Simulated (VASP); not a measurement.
Runs of VASP 6.6.1 on S. The structure is trigonal, space group R-3m (No. 166). The conventional cell has a = 3.277 Å, b = 3.277 Å, c = 2.584 Å, α = 90.00°, β = 90.00°, γ = 120.00°. S (site symmetry -3m) has 14 S at 2.08 to 2.58 Å within 2.8 Å. 

| k mesh | gap on the mesh (eV) | pressure (GPa) |
| --- | --- | --- |
| 7 × 7 × 7 | none | (a) |
| 6 × 6 × 6 | none | (b) |
| 9 × 9 × 9 | none | 217.4 |
| 5 × 5 × 5 | none | 209.5 |
| 10 × 10 × 10 | none | 217.5 |

Alike in all rows: task single point; level PBE; potentials or basis VASP PAW PBE potentials, release 64 (S); no spin polarisation; cell as given; cutoff (eV) 500; smearing methfessel-paxton 0.05 eV.

Problem. Estimate the missing entries.

Solution. (a) 211.6; (b) 210.9.

Caveats: some runs use coarse meshes; the cell stands under pressure (at least some runs).

A gap of «none» marks levels without a gap at the run's occupations.
